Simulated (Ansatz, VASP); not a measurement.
**One calculation of BeAu2S2, two programs**

Contents of INCAR:

```
SYSTEM = BeAu2S2
PREC = Accurate
ENCUT = 520
EDIFF = 1E-6
ISMEAR = 0
SIGMA = 0.1
LREAL = .False.
LASPH = .True.
NELM = 60
ALGO = Normal
ISIF = 2
LWAVE = .False.
LCHARG = .False.
GGA = PE
NBANDS = 26
```

Contents of KPOINTS:

```
Automatic mesh
0
Gamma
  4 4 4
  0 0 0
```

The input POSCAR:

```
BeAu2S2
1.0
    4.0005142800      0.0000000000      0.0000000000
    0.0000000000      4.0005142800      0.0000000000
    0.0000000000      0.0000000000      6.9021298100
Be S Au
1 2 2
Direct
    0.5000000000      0.5000000000      0.5000000000
    0.0000000000      0.5000000000      0.5000000000
    0.5000000000      0.0000000000      0.5000000000
    0.0000000000      0.5000000000      0.0000000000
    0.5000000000      0.0000000000      0.0000000000
```

Input for Ansatz:

```yaml
crystal:
  lattice:
    - [4.00051428, 0.0, 0.0]
    - [0.0, 4.00051428, 0.0]
    - [0.0, 0.0, 6.90212981]
  atoms:
    - { symbol: Be, position: [0.5, 0.5, 0.5] }
    - { symbol: S, position: [0.0, 0.5, 0.5] }
    - { symbol: S, position: [0.5, 0.0, 0.5] }
    - { symbol: Au, position: [0.0, 0.5, 0.0] }
    - { symbol: Au, position: [0.5, 0.0, 0.0] }
basis:
  ecutwfc: 420
kpoints:
  mp_grid: { grid: [4, 4, 4] }
hamiltonian:
  xc: pbe
scf:
  occupations: { method: gaussian, width: 0.1 }
  lower_state_search: "off"
output:
  forces: true
  stress: true
  eigenvalues: true
```

Alike in both runs: task single point; functional PBE; k mesh 4 × 4 × 4; occupations gaussian, width 0.1 eV; no spin polarisation.

```csv
,VASP,Ansatz
version,VASP 6.6.1,Ansatz 0.2.0
potentials or method,"VASP PAW PBE potentials, release 64 (Be, S, Au), cutoff 520 eV","scalar-relativistic, plane waves, PAW"
valence electrons in the cell,36,52
```

Ansatz gave:

* gap on the k mesh at the Fermi level (eV): none
* pressure (GPa): -0.8
* traceless stress, the component that is largest in VASP (GPa): -2.13

Estimate VASP's values.

gap on the k mesh at the Fermi level (eV): none; pressure (GPa): -0.8; traceless stress, the component that is largest in VASP (GPa): -2.16.

A gap of «none» marks a metal or a gap that the smearing closes. The functional is the same, so the differences come from potentials, cutoffs and numerics. VASP's potentials hold 36 valence electrons a cell and Ansatz's 52, so a difference there can come from the potentials and not from the codes.

The k mesh is coarse, so the values compare programs but aren't converged. Spin-orbit coupling is off throughout.
